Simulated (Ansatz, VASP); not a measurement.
Al in VASP and in Ansatz

The input POSCAR:

```
Al
1.0
    2.8221979695      0.0000000000      0.0000000000
   -1.4110989848      2.4440951361      0.0000000000
    0.0000000000      0.0000000000      9.2620593401
Al
4
Direct
    0.0000000000      0.0000000000     -0.0215934699
    0.3333333333      0.6666666667      0.2500000000
    0.0000000000      0.0000000000      0.5000000000
    0.6666666667      0.3333333333      0.7500000000
```

File INCAR.step1:

```
ALGO = Normal
EDIFF = 1E-4
ENCUT = 520
GGA = PE
ISMEAR = 0
LASPH = T
LCHARG = F
LREAL = F
LWAVE = T
NBANDS = 14
NELM = 80
PREC = Accurate
SIGMA = 0.15
```

File INCAR.step2:

```
ALGO = Normal
EDIFF = 1E-6
ENCUT = 520
ISIF = 2
ISMEAR = 0
ISTART = 1
LASPH = T
LCHARG = F
LMIXTAU = T
LREAL = F
LWAVE = F
METAGGA = R2SCAN
NBANDS = 14
NELM = 80
PREC = Accurate
SIGMA = 0.15
```

KPOINTS

```
k-points
0
Gamma
  18 18 6
```

Input for Ansatz:

```yaml
crystal:
  lattice:
    - [2.8221979695, 0.0, 0.0]
    - [-1.4110989848, 2.4440951361, 0.0]
    - [0.0, 0.0, 9.2620593401]
  atoms:
    - { symbol: Al, position: [0.0, 0.0, -0.0215934699] }
    - { symbol: Al, position: [0.3333333333, 0.6666666667, 0.25] }
    - { symbol: Al, position: [0.0, 0.0, 0.5] }
    - { symbol: Al, position: [0.6666666667, 0.3333333333, 0.75] }
basis:
  ecutwfc: 500
kpoints:
  mp_grid: { grid: [18, 18, 6] }
hamiltonian:
  xc: r2scan
scf:
  occupations: { method: gaussian, width: 0.15 }
output:
  forces: true
  stress: true
  eigenvalues: true
```

Alike in both runs: task single point; functional r2SCAN; k mesh 18 × 18 × 6; occupations gaussian, width 0.15 eV; no spin polarisation.

```csv
,VASP,Ansatz
version,VASP 6.6.1,Ansatz 0.2.0
potentials or method,"VASP PAW PBE potentials, release 64 (Al), cutoff 520 eV","scalar-relativistic, plane waves, PAW"
valence electrons in the cell,12,12
```

|  | VASP | Ansatz | Ansatz less VASP |
| --- | --- | --- | --- |
| gap on the k mesh at the Fermi level (eV) | none | none | - |
| pressure (GPa) | 0.6 | 1.0 | +0.32 |
| traceless stress, the component that is largest in VASP (GPa) | 0.62 | 0.62 | -0.005 |
| rms of the force components (eV/Å) | 0.428 | 0.429 | +0.0015 |

VASP's potentials were made for PBE, not for r2SCAN. Atom by atom the forces differ by 0.002 eV/Å (rms over components). A gap of «none» marks a metal or a gap that the smearing closes.
